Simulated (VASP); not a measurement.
Wanted: the native input for a VASP 6.6.1 run.

```
Task                   : single point
Functional             : PBE
Potentials or basis    : VASP PAW PBE potentials, release 64 (In_d, Se)
Cutoff                 : 520 eV
k mesh                 : 12 × 12 × 12
Occupations            : gaussian, width 0.1 eV
Spin                   : no spin polarisation
Dipole correction      : no
Further INCAR settings : ALGO = Normal; EDIFF = 1e-06; NBANDS = 30
```

The structure of In3Se lies in POSCAR:

```
In3Se
1.0
    4.8037580000      0.0000000000      0.0000000000
    0.0000000000      4.8037580000      0.0000000000
    0.0000000000      0.0000000000      4.8037580000
In Se
3 1
Direct
    0.0000000000      0.5000000000      0.5000000000
    0.5000000000      0.0000000000      0.5000000000
    0.5000000000      0.5000000000      0.0000000000
    0.0000000000      0.0000000000      0.0000000000
```

These files were run (other wordings do the same):

INCAR

```
PREC = Accurate ; ENCUT = 520
EDIFF = 1E-6 ; ISMEAR = 0
SIGMA = 0.1 ; LREAL = False
LASPH = True ; NELM = 60
ALGO = Normal ; ISIF = 2
LWAVE = False ; LCHARG = False
GGA = PE ; NBANDS = 30
```

KPOINTS

```
Automatic mesh
0
Gamma
  12 12 12
```

Potentials or basis: VASP PAW PBE potentials, release 64 (In_d, Se).

Launch:

```console
$ cat potpaw_PBE.64/In_d/POTCAR potpaw_PBE.64/Se/POTCAR > POTCAR
$ mpirun -np 1 vasp_std > vasp.out
```

Results of the run:

| Quantity | Value |
| --- | --- |
| Pressure | -0.3 GPa |

Run time: 96 s on 1 thread of Intel(R) Xeon(R) 6975P-C (Granite Rapids) (shared host), peak memory 0.36 GiB.
